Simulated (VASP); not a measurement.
# MgI2: single point with HSE06

Crystal: MgI2.

```xyz
3
Lattice="-0.0661 3.6896 3.6896 3.6896 -0.0661 3.6896 3.6896 3.6896 -0.0661" Properties=species:S:1:pos:R:3 pbc="T T T"
Mg    0.0000    0.0000    0.0000
I     1.8237    1.8237    1.8237
I     5.4894    5.4894    5.4894
```

This cell differs from its parent crystal: strain along [111] -2.6%.

* Program: VASP 6.6.1
* Task: single point
* Functional: HSE06
* Potentials or basis: VASP PAW PBE potentials, release 64 (Mg, I)
* Cutoff: 520 eV
* k mesh: 4 × 4 × 4
* Occupations: gaussian, width 0.01 eV
* Spin: no spin polarisation
* Dipole correction: no
* Grid for exact exchange (PRECFOCK): Normal
* Further INCAR settings: ALGO = Normal; EDIFF = 1e-06; NBANDS = 15
* Share of exact exchange: 0.25
* Screening parameter: 0.2079 1/Å

```json
{
 "Pressure": "0.3 GPa",
 "Largest force": "0.014 eV/Å",
 "Band gap on the k mesh": "1.44 eV (least direct gap 1.75 eV)"
}
```

Forces in eV/Å, atoms in the order of the input:
```
Mg   0.000  0.000  0.000
I   -0.008 -0.008 -0.008
I    0.008  0.008  0.008
```

Stress tensor (GPa, compression positive):
```
 0.27 -0.33 -0.33
-0.33  0.27 -0.33
-0.33 -0.33  0.27
```

Levels at points of the mesh, in eV from the valence-band top:
```
           k point  band 5  band 6  band 7  band 8  band 9  band 10  band 11  band 12
(0.00, 0.00, 0.00)   -3.29   -1.37   -1.20   -1.20    1.44     3.76     3.76     4.01
(0.50, 0.00, 0.00)   -2.79   -2.77   -2.58   -2.52    3.56     5.86     6.14     6.82
(0.50, 0.50, 0.00)   -4.20   -0.62   -0.52    0.00    1.75     5.01     7.48     7.51
(0.50, 0.50, 0.50)   -2.88   -2.85   -2.54   -2.54    3.68     6.11     6.11     6.91
```

It took 36 min on 1 thread of Oxide Virtual Turin-like Processor, with other jobs on the host, peak memory 0.33 GiB.

Caveat: the cell differs from its parent crystal (strain along [111] -2.6%); the structure was generated, so it needn't be the stable form of MgI2; the PAW data sets were made with another functional, which shifts forces and pressure a little; spin-orbit coupling is left out, which moves the levels of the heavy elements. A k mesh can miss the band edges.
